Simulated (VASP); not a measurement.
Input of a VASP 6.6.1 run:

File INCAR:

```
ALGO = Normal
EDIFF = 1E-6
ENCUT = 520
GGA = RP
ISIF = 2
ISMEAR = -1
LASPH = T
LCHARG = F
LREAL = F
LWAVE = F
NBANDS = 8
NELM = 80
PREC = Accurate
SIGMA = 0.1
```

The input KPOINTS:

```
k-points
0
Gamma
  13 13 13
```

The input POSCAR:

```
Li
1.0
    2.6573432521      0.0000000000      0.0000000000
    0.0000000000      2.6573432521      0.0000000000
    0.0000000000      0.0000000000      2.6573432521
Li
1
Direct
    0.0000000000      0.0000000000      0.0000000000
```

Potentials or basis: VASP PAW PBE potentials, release 64 (Li_sv).

Run with:

```bash
$ cat potpaw_PBE.64/Li_sv/POTCAR > POTCAR
$ mpirun -np 1 vasp_std > vasp.out
```

Q: What does it give for the band gap on the k mesh?

A: Zero (an odd number of electrons rules out a gap without spin polarisation).
